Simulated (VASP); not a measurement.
SnTe:

```
Sn Te
1.0
     0.00000    3.15085    3.15085
     3.15085    0.00000    3.15085
     3.15085    3.15085    0.00000
Sn Te
1 1
Direct
  0.00000 0.00000 0.00000
  0.50000 0.50000 0.50000
```

| Quantity | Value |
| --- | --- |
| Program | VASP 6.6.1 |
| Task | relaxation of volume and atoms at fixed shape |
| Functional | PBE |
| Potentials or basis | VASP PAW PBE potentials, release 64 (Sn_d, Te) |
| Cutoff | 500 eV |
| k mesh | 6 × 6 × 6 |
| Occupations | gaussian, width 0.01 eV |
| Spin | no spin polarisation |

At the start: pressure 2.2 GPa; volume 31.28 Å³/atom.

Task: How do energy, volume and symmetry change on relaxing?

Result: Over 4 steps the energy falls by 10.8 meV/atom and the volume is 32.99 Å³/atom (+5.5 %); space group Fm-3m (No. 225, to 0.1 Å) before and after.

Step by step:
| step | energy change (eV) | largest force (eV/Å) | pressure (GPa) | volume (Å³) |
| --- | --- | --- | --- | --- |
| 1 | 0.0000 | 0.0000 | 2.20 | 62.56 |
| 2 | -0.0210 | 0.0000 | -0.34 | 66.53 |
| 3 | -0.0216 | 0.0000 | 0.05 | 65.89 |
| 4 | -0.0216 | 0.0000 | 0.00 | 65.98 |

Final structure:
```
Sn Te
1.0
     0.00000    3.20717    3.20717
     3.20717    0.00000    3.20717
     3.20717    3.20717    0.00000
Sn Te
1 1
Direct
  0.00000 0.00000 0.00000
  0.50000 0.50000 0.50000
```
